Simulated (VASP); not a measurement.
Set up this calculation in VASP 6.6.1, as the native input.

- Task: single point
- Functional: r2SCAN
- Potentials or basis: VASP PAW PBE potentials, release 64 (Fe)
- Cutoff: 520 eV
- k mesh: 20 × 20 × 20
- Occupations: gaussian, width 0.1 eV
- Spin: collinear spin, ferromagnetic start
- Starting moments: [3.21] μB
- Dipole correction: no
- Further INCAR settings: ALGO = Normal; EDIFF = 1e-07; NBANDS = 14

The system is Fe.

```
Fe
1.0
    -1.43325    1.43325    1.43325
     1.43325   -1.43325    1.43325
     1.43325    1.43325   -1.43325
Fe
1
Direct
  0.00000 0.00000 0.00000
```

These files were run (other wordings do the same):

POSCAR

```
Fe
1.0
   -1.4332514529      1.4332514529      1.4332514529
    1.4332514529     -1.4332514529      1.4332514529
    1.4332514529      1.4332514529     -1.4332514529
Fe
1
Direct
    0.0000000000      0.0000000000      0.0000000000
```

INCAR.step1

```
SYSTEM = Fe
PREC = Accurate
ENCUT = 520
ISMEAR = 0
SIGMA = 0.1
LREAL = .FALSE.
LASPH = .TRUE.
NELM = 150
ISPIN = 2
MAGMOM = 3.21
LMAXMIX = 4
NBANDS = 14
GGA = PE
ALGO = Normal
EDIFF = 1E-4
LWAVE = .TRUE.
LCHARG = .FALSE.
```

INCAR.step2

```
SYSTEM = Fe
PREC = Accurate
ENCUT = 520
EDIFF = 1E-7
ISMEAR = 0
SIGMA = 0.1
LREAL = .FALSE.
LASPH = .TRUE.
NELM = 150
ALGO = Normal
ISIF = 2
LWAVE = .FALSE.
LCHARG = .TRUE.
ISPIN = 2
MAGMOM = 3.21
LORBIT = 11
LMAXMIX = 4
METAGGA = R2SCAN
LMIXTAU = .TRUE.
LELF = .TRUE.
LVHAR = .TRUE.
NBANDS = 14
ISTART = 1
```

KPOINTS

```
regular mesh
0
G
  20 20 20
  0 0 0
```

Potentials or basis: VASP PAW PBE potentials, release 64 (Fe).

Launch:

```sh
$ cat potpaw_PBE.64/Fe/POTCAR > POTCAR
$ cp INCAR.step1 INCAR
$ mpirun -np 1 vasp_std > vasp.out
$ cp INCAR.step2 INCAR
$ mpirun -np 1 vasp_std > vasp.out
```

Results of the run:

```json
{"Pressure": "-0.4 GPa", "Net moment": "2.65 μB per cell", "Site moments": "Fe +2.72 μB", "Valence electrons inside the program's atomic spheres": "Fe 7.20"}
```

Caveat: the PAW data sets were made with another functional, which shifts forces and pressure a little.

Run time: 8.3 min on 1 thread of Intel Xeon 8259CL (shared host), peak memory 0.18 GiB.
